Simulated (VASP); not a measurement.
Here is a VASP 6.6.1 calculation.

The input POSCAR:

```
YCr
1.0
    4.9988737200      0.0000000000      0.0000000000
    0.0000000000      4.9988737200      0.0000000000
    0.0000000000      0.0000000000      4.9988737200
Cr Y
4 4
Direct
    0.1380000000      0.1380000000      0.1380000000
    0.3620000000      0.8620000000      0.6380000000
    0.6380000000      0.3620000000      0.8620000000
    0.8620000000      0.6380000000      0.3620000000
    0.8460000000      0.8460000000      0.8460000000
    0.6540000000      0.1540000000      0.3460000000
    0.3460000000      0.6540000000      0.1540000000
    0.1540000000      0.3460000000      0.6540000000
```

The input INCAR.step1:

```
SYSTEM = YCr
PREC = Accurate
ENCUT = 520
ISMEAR = -5
SIGMA = 0.1352
LREAL = .False.
LASPH = .True.
NELM = 100
LMAXMIX = 4
GGA = PE
ALGO = Normal
EDIFF = 1E-4
LWAVE = .True.
LCHARG = .False.
```

File INCAR.step2:

```
SYSTEM = YCr
PREC = Accurate
ENCUT = 520
EDIFF = 1E-6
ISMEAR = -1
SIGMA = 0.1352
LREAL = .False.
LASPH = .True.
NELM = 100
ALGO = Normal
ISIF = 2
LWAVE = .False.
LCHARG = .False.
LMAXMIX = 4
METAGGA = R2SCAN
LMIXTAU = .True.
LORBIT = 10
ISTART = 1
```

KPOINTS

```
regular mesh
0
Gamma
  7 7 7
  0 0 0
```

Potentials or basis: VASP PAW PBE potentials, release 64 (Cr_pv, Y_sv).

The run is started by

```sh
$ cat potpaw_PBE.64/Cr_pv/POTCAR potpaw_PBE.64/Y_sv/POTCAR > POTCAR
$ cp INCAR.step1 INCAR
$ mpirun -np 1 vasp_std > vasp.out
$ cp INCAR.step2 INCAR
$ mpirun -np 1 vasp_std > vasp.out
```

(1) What does it give for the largest force?

(2) Predict the band gap on the k mesh.

Results:

(1) 1.008 eV/Å.

(2) zero (bands 46 and 47 overlap by 0.16 eV).

Caveat: the PAW data sets were made with another functional, which shifts forces and pressure a little; the run has no spin polarisation, though such a crystal can be magnetic.
